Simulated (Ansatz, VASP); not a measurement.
**PbAuCl3: VASP beside Ansatz**

The input INCAR:

```
SYSTEM = PbAuCl3
ALGO = Normal
EDIFF = 1E-6
ENCUT = 520
GGA = PE
ISIF = 2
ISMEAR = 0
ISPIN = 2
LASPH = .True.
LCHARG = .True.
LELF = .True.
LMAXMIX = 4
LORBIT = 11
LREAL = .False.
LVHAR = .True.
LWAVE = .False.
MAGMOM = 0 1 0 0 0
NBANDS = 35
NELM = 150
PREC = Accurate
SIGMA = 0.1
```

KPOINTS

```
k-points
0
Gamma
  3 3 4
  0 0 0
```

POSCAR

```
PbAuCl3
1.0
    6.0328293944      0.0000000000      0.0000000000
   -3.0164146972      5.2245835123      0.0000000000
    0.0000000000      0.0000000000      5.3354767327
Pb Au Cl
1 1 3
Direct
    0.0000000000      0.0000000000      0.5000000000
    0.0000000000      0.0000000000      0.0000000000
    0.5000000000      0.0000000000      0.0000000000
    0.0000000000      0.5000000000      0.0000000000
    0.5000000000      0.5000000000      0.0000000000
```

Input for Ansatz:

```yaml
crystal:
  lattice:
    - [6.0328293944, 0.0, 0.0]
    - [-3.0164146972, 5.2245835123, 0.0]
    - [0.0, 0.0, 5.3354767327]
  atoms:
    - { symbol: Pb, position: [0.0, 0.0, 0.5] }
    - { symbol: Au, position: [0.0, 0.0, 0.0], spin: 1.0 }
    - { symbol: Cl, position: [0.5, 0.0, 0.0] }
    - { symbol: Cl, position: [0.0, 0.5, 0.0] }
    - { symbol: Cl, position: [0.5, 0.5, 0.0] }
basis:
  ecutwfc: 420
kpoints:
  mp_grid: { grid: [3, 3, 4] }
hamiltonian:
  xc: pbe
scf:
  occupations: { method: gaussian, width: 0.1 }
  lower_state_search: "off"
output:
  forces: true
  stress: true
  eigenvalues: true
  populations: true
magnetization:
  spin_polarized: true
```

Alike in both runs: task single point; functional PBE; k mesh 3 × 3 × 4; occupations gaussian, width 0.1 eV; collinear spin.

```csv
,VASP,Ansatz
version,VASP 6.6.1,Ansatz 0.2.0
potentials or method,"VASP PAW PBE potentials, release 64 (Pb_d, Au, Cl), cutoff 520 eV","scalar-relativistic, plane waves, PAW"
valence electrons in the cell,46,54
```

```tsv
	VASP	Ansatz	Ansatz less VASP
gap on the k mesh at the Fermi level (eV)	none	none	-
pressure (GPa)	0.5	0.5	+0.05
traceless stress, the component that is largest in VASP (GPa)	-0.33	-0.37	-0.039
net moment per atom (μB)	0.25	0.25	-0.001
size of the moment on the site where the two differ most (μB)	0.28	0.32	+0.043
```

Site moments also hang on the region over which each program counts them. A gap of «none» marks a metal or a gap that the smearing closes. The functional is the same, so the differences come from potentials, cutoffs and numerics. VASP's potentials hold 46 valence electrons a cell and Ansatz's 54, so a difference there can come from the potentials and not from the codes.

The k mesh is coarse, so the values compare programs but aren't converged. Spin-orbit coupling is off throughout.
